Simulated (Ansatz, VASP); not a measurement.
**Fe in VASP and in Ansatz**

```
Fe
1.0
     2.42756    0.00000    0.00000
    -1.21378    2.10233    0.00000
     0.00000    0.00000    3.84650
Fe
2
Direct
  0.33333 0.66667 0.25000
  0.66667 0.33333 0.75000
```

Alike in both runs: functional PBEsol; k mesh 12 × 12 × 6; occupations gaussian, width 0.1 eV; no spin polarisation.

Ansatz relaxed the structure, and its values are those at the end. VASP's run is a single point on that final structure, the one shown.

|  | VASP | Ansatz |
| --- | --- | --- |
| version | VASP 6.6.1 | Ansatz 0.2.0 |
| potentials or method | VASP PAW PBE potentials, release 64 (Fe), cutoff 520 eV | scalar-relativistic, plane waves, PAW |
| valence electrons in the cell | 16 | 32 |

|  | VASP | Ansatz | Ansatz less VASP |
| --- | --- | --- | --- |
| gap on the k mesh at the Fermi level (eV) | none | none | - |
| pressure (GPa) | -0.5 | -0.2 | +0.32 |

VASP's potentials were made for PBE, not for PBEsol. A gap of «none» marks a metal or a gap that the smearing closes. The functional is the same, so the differences come from potentials, cutoffs and numerics. VASP's potentials hold 16 valence electrons a cell and Ansatz's 32, so a difference there can come from the potentials and not from the codes.
